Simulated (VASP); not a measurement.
A run of VASP 6.6.1 is set up as follows.

Contents of INCAR:

```
PREC     = Accurate       # precision mode
ENCUT    = 520            # plane-wave cutoff, eV
EDIFF    = 1E-7           # SCF threshold, eV
ISMEAR   = -1             # smearing method
SIGMA    = 0.08           # smearing width, eV
LREAL    = False          # projectors in reciprocal space
LASPH    = True           # aspherical terms in the spheres
NELM     = 60             # most SCF steps
ALGO     = Normal         # electronic algorithm
ISIF     = 2              # what is computed and relaxed
LWAVE    = False          # write WAVECAR
LCHARG   = False          # write CHGCAR
NBANDS   = 13             # bands
```

Contents of KPOINTS:

```
Automatic mesh
0
Gamma
  16 16 16
```

File POSCAR:

```
W
1.0
    0.0000000000      1.6752831025      1.6752831025
    1.6752831025      0.0000000000      1.6752831025
    1.6752831025      1.6752831025      0.0000000000
W
1
Direct
    0.0000000000      0.0000000000      0.0000000000
```

Potentials or basis: VASP PAW LDA potentials, release 64 (W_sv).

Command:

```sh
$ cat potpaw_LDA.64/W_sv/POTCAR > POTCAR
$ mpirun -np 1 vasp_std > vasp.out
```

(1) Predict the band gap on the k mesh.

(2) Estimate the pressure.

Answers

(1) zero (band 7 reaches 29.68 eV, above the bottom of band 8 at 18.00 eV).

(2) 446.0 GPa.

Caveat: spin-orbit coupling is left out, which moves the levels of the heavy elements.
